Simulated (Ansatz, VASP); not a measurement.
## Two plane-wave programs on MgO

The input POSCAR:

```
MgO
1.0
    0.0000000000      2.1245000000      2.1245000000
    2.1245000000      0.0000000000      2.1245000000
    2.1245000000      2.1245000000      0.0000000000
Mg O
1 1
Direct
    0.0000000000      0.0000000000      0.0000000000
    0.5000000000      0.5000000000      0.5000000000
```

INCAR.step1

```
  PREC = Accurate
  ENCUT = 750
  ISMEAR = 0
  SIGMA = 0.1
  LREAL = F
  LASPH = T
  NELM = 120
  NBANDS = 15
  GGA = PE
  ALGO = Normal
  EDIFF = 1E-5
  LWAVE = T
  LCHARG = F
  GGA_COMPAT = F
```

The input INCAR.step2:

```
  PREC = Accurate
  ENCUT = 750
  EDIFF = 1E-6
  ISMEAR = 0
  SIGMA = 0.1
  LREAL = F
  LASPH = T
  NELM = 120
  ALGO = Normal
  ISIF = 2
  LWAVE = F
  LCHARG = F
  METAGGA = R2SCAN
  LMIXTAU = T
  NBANDS = 15
  ISTART = 1
  GGA_COMPAT = F
```

KPOINTS

```
Automatic mesh
0
Gamma
  8 8 8
```

Input for Ansatz:

```yaml
crystal:
  lattice:
    - [0.0, 2.1245, 2.1245]
    - [2.1245, 0.0, 2.1245]
    - [2.1245, 2.1245, 0.0]
  atoms:
    - { symbol: Mg, position: [0.0, 0.0, 0.0] }
    - { symbol: O, position: [0.5, 0.5, 0.5] }
basis:
  ecutwfc: 500
kpoints:
  mp_grid: { grid: [8, 8, 8] }
hamiltonian:
  xc: r2scan
  pseudopotentials: { kind: paw, azcp: { folder: soft_1 } }
scf:
  occupations: { method: gaussian, width: 0.1 }
output:
  forces: true
  stress: true
  eigenvalues: true
```

Alike in both runs: task single point; functional r2SCAN; k mesh 8 × 8 × 8; occupations gaussian, width 0.1 eV; no spin polarisation.

|  | VASP | Ansatz |
| --- | --- | --- |
| version | VASP 6.6.1 | Ansatz 0.2.0 |
| potentials or method | VASP PAW PBE potentials, release 64 (Mg_sv, O), cutoff 750 eV | scalar-relativistic, plane waves, PAW |
| valence electrons in the cell | 16 | 16 |

```csv
,VASP,Ansatz,Ansatz less VASP
gap on the k mesh at the Fermi level (eV),5.39,5.38,-0.006
least direct gap on the mesh (eV),5.39,5.38,-0.006
pressure (GPa),-4.9,-4.6,+0.28
```

VASP's potentials were made for PBE, not for r2SCAN. With one functional, cell and mesh, what is left measures potentials, basis and numerics.
